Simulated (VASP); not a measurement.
# Bi (R-3m) in VASP: single point with LDA

Aim: the single point of Bi with LDA.

Everything below comes from runs of VASP 6.6.1. Logs are shortened: lines on timing, memory, paths and dates and some standing lists are left out, and cuts for length are marked.

**1. The cell of the first run**

It takes space group R-3m (No. 166, trigonal). The conventional cell has a = 4.499 Å, b = 4.499 Å, c = 11.731 Å, α = 90.00°, β = 90.00°, γ = 120.00°. Within 4.0 Å of Bi (site symmetry 3m) lie 6 Bi at 3.04 to 3.49 Å.

**2. Single point, LDA**

File INCAR:

```
SYSTEM = Bi
ALGO = Normal
EDIFF = 1E-6
ENCUT = 520
ISIF = 2
ISMEAR = -1
LASPH = .True.
LCHARG = .False.
LREAL = .False.
LWAVE = .False.
NBANDS = 22
NELM = 80
PREC = Accurate
SIGMA = 0.1
```

File KPOINTS:

```
k-points
0
Gamma
  9 9 9
  0 0 0
```

File POSCAR:

```
Bi
1.0
    2.2493746200      1.2986737000      3.9104329900
   -2.2493746200      1.2986737000      3.9104329900
    0.0000000000     -2.5973572900      3.9104329900
Bi
2
Direct
    0.2339100000      0.2339100000      0.2339100000
    0.7660900000      0.7660900000      0.7660900000
```

Potentials or basis: VASP PAW LDA potentials, release 64 (Bi_d).

Launch:

```
cat potpaw_LDA.64/Bi_d/POTCAR > POTCAR
mpirun -np 1 vasp_std > vasp.out
```

OUTCAR:

```text
SYSTEM = Bi
   EDIFF = 1E-6
   ENCUT = 520
   ISIF = 2
   ISMEAR = -1
   LASPH = .True.
   LREAL = .False.
   NELM = 80
   PREC = Accurate

 ion  position               nearest neighbor table
   1  0.234  0.234  0.234-   2 3.04   2 3.04   2 3.04   2 3.49   2 3.49   2 3.49
   2  0.766  0.766  0.766-   1 3.04   1 3.04   1 3.04   1 3.49   1 3.49   1 3.49

  LATTYP: Found a trigonal (rhomboedric) cell.
 ALAT       =     4.6944356135
 COS(alpha) =     0.5408159405

  Lattice vectors:

 A1 = (   2.2493746200,   1.2986737000,   3.9104329900)
 A2 = (  -2.2493746200,   1.2986737000,   3.9104329900)
 A3 = (   0.0000000000,  -2.5973572900,   3.9104329900)

Analysis of symmetry for initial positions (statically):
=====================================================================
 Subroutine PRICEL returns:
 Original cell was already a primitive cell.

 Routine SETGRP: Setting up the symmetry group for a
 trigonal (rhombohedral) supercell.

 Subroutine GETGRP returns: Found 12 space group operations
 (whereof 12 operations were pure point group operations)
 out of a pool of 12 trial point group operations.

The static configuration has the point symmetry D_3d.

Analysis of symmetry for dynamics (positions and initial velocities):
=====================================================================
 Subroutine PRICEL returns:
 Original cell was already a primitive cell.

 Routine SETGRP: Setting up the symmetry group for a
 trigonal (rhombohedral) supercell.

 Subroutine GETGRP returns: Found 12 space group operations
 (whereof 12 operations were pure point group operations)
 out of a pool of 12 trial point group operations.

The dynamic configuration has the point symmetry D_3d.

 Subroutine INISYM returns: Found 12 space group operations
 (whereof 12 operations are pure point group operations),
 and found     1 'primitive' translations

----------------------------------------------------------------------------------------

                                     Primitive cell

  volume of cell :      68.5392

  direct lattice vectors                    reciprocal lattice vectors
     2.249374620  1.298673700  3.910432990     0.222284005  0.128335735  0.085242160
    -2.249374620  1.298673700  3.910432990    -0.222284005  0.128335735  0.085242160
     0.000000000 -2.597357290  3.910432990     0.000000000 -0.256671470  0.085241836

  length of vectors
[... 78 lines left out ...]
   LSORBIT =      F    spin-orbit coupling
   LASPH  =      T    aspherical Exc in radial PAW
   ENCUT  =  520.0 eV  38.22 Ry    6.18 a.u.   8.73  8.73  8.73*2*pi/ulx,y,z
   NELM   =     80;   NELMIN=  2; NELMDL= -5     # of ELM steps
   EDIFF  = 0.1E-05   stopping-criterion for ELM
   LREAL  =      F    real-space projection
   EDIFFG = 0.1E-04   stopping-criterion for IOM
   NSW    =      0    number of steps for IOM
   IBRION =     -1    ionic relax: 0-MD 1-quasi-New 2-CG
   NFREE  =      0    steps in history (QN), initial steepest desc. (CG)
   ISIF   =      2    stress and relaxation
   ISYM   =      2    0-nonsym 1-usesym 2-fastsym
   POTIM  = 0.5000    time-step for ionic-motion
   TEBEG  =    0.0;   TEEND  =   0.0 temperature during run
   PSTRESS=    0.0 pullay stress
   NELECT =      30.0000    total number of electrons
   NUPDOWN=      -1.0000    fix difference up-down
   EMIN   =  10.00;   EMAX   =-10.00  energy-range for DOS
   EFERMI =   0.00;   METHOD = LEGACY
   ISMEAR =    -1;   SIGMA  =   0.10  broadening in eV -4-tet -1-fermi 0-gaus
   EFERMI_NEDOS =   21; number of points for ismear=-14 and -15
   IALGO  =     38    algorithm
   IMIX   =      4    mixing-type and parameters
     AMIX     =   0.40;   BMIX     =  1.00
     AMIX_MAG =   1.60;   BMIX_MAG =  1.00
  volume/ion in A,a.u.               =      34.27       231.26
  Fermi-wavevector in a.u.,A,eV,Ry     =   1.242994  2.348917 21.021452  1.545033
  Thomas-Fermi vector in A             =   2.377324
   LORBIT       =      0    0 simple, 1 ext, 2 COOP (PROOUT), +10 PAW based schemes
   GGA     = CA    functional components
   LHFCALC =     F    Hartree Fock is set to
   AEXX    =    0.0000 exact exchange contribution
   IVDW    =     0    specifies the selected vdW correction
   LEPSILON=     F    determine dielectric tensor
   LRPA    =     F    only Hartree local field effects (RPA)
 non-spin polarized calculation
  energy-cutoff  :      520.00
  volume of cell :       68.54
 maximum number of plane-waves:      1875
   NGX = 17   NGY = 17   NGZ = 17

 number of electron      30.0000002 magnetization

 Free energy of the ion-electron system (eV)
  ---------------------------------------------------
  ext. energy  EPLUGINS =         0.00000000
  ---------------------------------------------------
  free energy    TOTEN  =        -9.12863588 eV

  energy without entropy =       -9.12005644  energy(sigma->0) =       -9.12434616

 E-fermi :   6.4279     XC(G=0):  -9.9189

 val. band max:        6.3458101133   @ k =   0.4444  -0.0000  -0.0000
 cond. band min:       6.6382787415   @ k =   0.4444   0.1111   0.1111
 fundamental gap:      0.2924686283
 Fermi energy:         6.4278650628

 k-point     1 :       0.0000    0.0000    0.0000
  band No.  band energies     occupation
      1     -16.5345      2.00000
      2     -16.5345      2.00000
      3     -16.3668      2.00000
      4     -16.3668      2.00000
      5     -16.3483      2.00000
      6     -16.1621      2.00000
[... 589 lines left out ...]
     21      16.1450      0.00000
     22      16.7421      0.00000

 [... further k-points ...]

------------------------ aborting loop because EDIFF is reached ----------------------------------------

  FORCE on cell =-STRESS in cart. coord.  units (eV):
  Direction    XX          YY          ZZ          XY          YZ          ZX
  --------------------------------------------------------------------------------------
  -------------------------------------------------------------------------------------
  Total       -0.0872368     -0.0872368     -0.1436441      0.0000000      0.0000001      0.0000000
  in kB       -2.0392540     -2.0392539     -3.3578353      0.0000000      0.0000028      0.0000000
  external PRESSURE =      -2.4787811 kB  Pullay stress =       0.0000000 kB

 VOLUME and BASIS-vectors are now :
 -----------------------------------------------------------------------------
  energy-cutoff  :      520.00
  volume of cell :       68.54
      direct lattice vectors                 reciprocal lattice vectors
     2.249374620  1.298673700  3.910432990     0.222284005  0.128335735  0.085242160
    -2.249374620  1.298673700  3.910432990    -0.222284005  0.128335735  0.085242160
     0.000000000 -2.597357290  3.910432990     0.000000000 -0.256671470  0.085241836

 POSITION                                       TOTAL-FORCE (eV/Angst)
 -----------------------------------------------------------------------------------
      0.00000     -0.00000      2.74407         0.000000     -0.000000      0.202866
      0.00000     -0.00001      8.98723         0.000000      0.000000     -0.202866
 -----------------------------------------------------------------------------------
    total drift:                                0.000000     -0.000000      0.000000

  FREE ENERGIE OF THE ION-ELECTRON SYSTEM (eV)
  ---------------------------------------------------
  free  energy   TOTEN  =        -9.1286358841 eV

  energy  without entropy=       -9.1200564416  energy(sigma->0) =       -9.12434616
```

OSZICAR:

```text
N       E                     dE             d eps       ncg     rms          rms(c)
DAV:   1     0.309901098285E+03    0.30990E+03   -0.16229E+04  3740   0.165E+03
DAV:   2     0.177860501498E+02   -0.29212E+03   -0.28485E+03  3806   0.442E+02
DAV:   3    -0.821351584916E+01   -0.26000E+02   -0.25724E+02  4514   0.145E+02
DAV:   4    -0.911268577022E+01   -0.89917E+00   -0.89877E+00  4674   0.296E+01
DAV:   5    -0.915225826359E+01   -0.39572E-01   -0.39571E-01  5370   0.557E+00    0.111E+00
DAV:   6    -0.913618165622E+01    0.16077E-01   -0.19365E-02  4912   0.146E+00    0.639E-01
DAV:   7    -0.912867100511E+01    0.75107E-02   -0.12638E-02  4826   0.120E+00    0.103E-01
DAV:   8    -0.912862945990E+01    0.41545E-04   -0.13104E-03  4394   0.424E-01    0.191E-02
DAV:   9    -0.912863621074E+01   -0.67508E-05   -0.59539E-05  5712   0.577E-02    0.730E-03
DAV:  10    -0.912863588414E+01    0.32660E-06   -0.24737E-06  3804   0.126E-02
   1 F= -.91286359E+01 E0= -.91243462E+01  d E =-.857944E-02
```

Run time: 44 s. Hardware: 1 thread of Intel Xeon 6975P-C (Granite Rapids), shared host; peak memory 0.23 GiB.

Results:

| Property | Result |
| --- | --- |
| Free energy | -9.1286 eV |
| Pressure | -0.2 GPa |
| Largest force | 0.203 eV/Å |

Forces on the atoms (eV/Å):
```
Bi   0.000  0.000  0.203
Bi   0.000  0.000 -0.203
```

Levels at points of the mesh, in eV from the Fermi level:
| k point | band 11 | band 12 | band 13 | band 14 | band 15 | band 16 | band 17 | band 18 | band 19 | band 20 |
| --- | --- | --- | --- | --- | --- | --- | --- | --- | --- | --- |
| (0.00, 0.00, 0.00) | -13.32 | -7.41 | -1.57 | -1.30 | -1.30 | 2.48 | 2.96 | 2.96 | 5.65 | 5.79 |

Caveat: spin-orbit coupling is left out, which moves the levels of the heavy elements.
